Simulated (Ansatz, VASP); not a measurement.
Two plane-wave programs on MnC2

```
Mn C
1.0
     0.00000    3.05134    3.05134
     3.05134    0.00000    3.05134
     3.05134    3.05134    0.00000
Mn C
2 4
Direct
  0.00000 0.00000 0.00000
  0.25000 0.25000 0.25000
  0.62500 0.62500 0.62500
  0.12500 0.62500 0.62500
  0.62500 0.62500 0.12500
  0.62500 0.12500 0.62500
```

Alike in both runs: task relaxation of cell and atoms; functional PBE; k mesh 6 × 6 × 6; occupations gaussian, width 0.1 eV; collinear spin.

|  | VASP | Ansatz |
| --- | --- | --- |
| version | VASP 6.6.1 | Ansatz 0.2.0 |
| potentials or method | VASP PAW PBE potentials, release 64 (Mn_pv, C), cutoff 600 eV | scalar-relativistic, plane waves, PAW |
| valence electrons in the cell | 42 | 46 |

```tsv
	VASP	Ansatz	Ansatz less VASP
gap on the k mesh at the Fermi level, each at its own relaxed structure (eV)	none	none	-
net moment per atom (μB)	0.91	0.91	-0.003
size of the moment on the site where the two differ most (μB)	2.67	2.58	-0.089
relaxed volume (Å³/atom)	8.15	8.15	+0.002
relaxed length of the cell vector where the two differ most in proportion (Å)	4.104	4.104	+0.0004
```

Site moments also hang on the region over which each program counts them. A gap of «none» marks a metal or a gap that the smearing closes. VASP's potentials hold 42 valence electrons a cell and Ansatz's 46, so a difference there can come from the potentials and not from the codes.
